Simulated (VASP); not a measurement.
Ta4C3: single point with PBEsol

Ta4C3:

```
Ta C
1.0
     4.44528    0.00000    0.00000
     0.00000    4.44528    0.00000
     0.00000    0.00000    4.44528
Ta C
4 3
Direct
  0.00000 0.50000 0.50000
  0.50000 0.00000 0.50000
  0.50000 0.50000 0.00000
  0.00000 0.00000 0.00000
  0.50000 0.00000 0.00000
  0.00000 0.50000 0.00000
  0.00000 0.00000 0.50000
```

- Program: VASP 6.6.1
- Task: single point
- Functional: PBEsol
- Potentials or basis: VASP PAW PBE potentials, release 64 (Ta_pv, C)
- Cutoff: 520 eV
- k mesh: 4 × 4 × 4
- Occupations: gaussian, width 0.1 eV
- Spin: no spin polarisation
- Dipole correction: no
- Further INCAR settings: ALGO = Normal; EDIFF = 1e-06; NBANDS = 37

```yaml
Pressure: -7.9 GPa
Band_gap_on_the_k_mesh: zero (band 28 reaches 7.20 eV, above the bottom of band 29 at 6.43 eV)
```

Levels at points of the mesh, in eV from the Fermi level:
```csv
k point,band 25,band 26,band 27,band 28,band 29,band 30,band 31,band 32
"(0.00, 0.00, 0.00)",-1.23,-0.55,-0.55,-0.55,-0.52,-0.52,-0.52,1.37
"(0.50, 0.00, 0.00)",-2.15,-1.86,-1.86,0.25,0.25,0.72,1.94,2.35
"(0.50, 0.50, 0.00)",-1.81,-1.71,-0.40,-0.40,1.70,1.72,1.72,2.01
"(0.50, 0.50, 0.50)",-1.09,-1.09,-1.09,-0.17,3.25,3.25,3.25,3.33
```

It took 42 s on 1 thread of AMD EPYC 7R43 64-Core Processor (Zen 3) (shared host), peak memory 0.18 GiB.

Caveat: the PAW data sets were made with another functional, which shifts forces and pressure a little; spin-orbit coupling is left out, which moves the levels of the heavy elements.
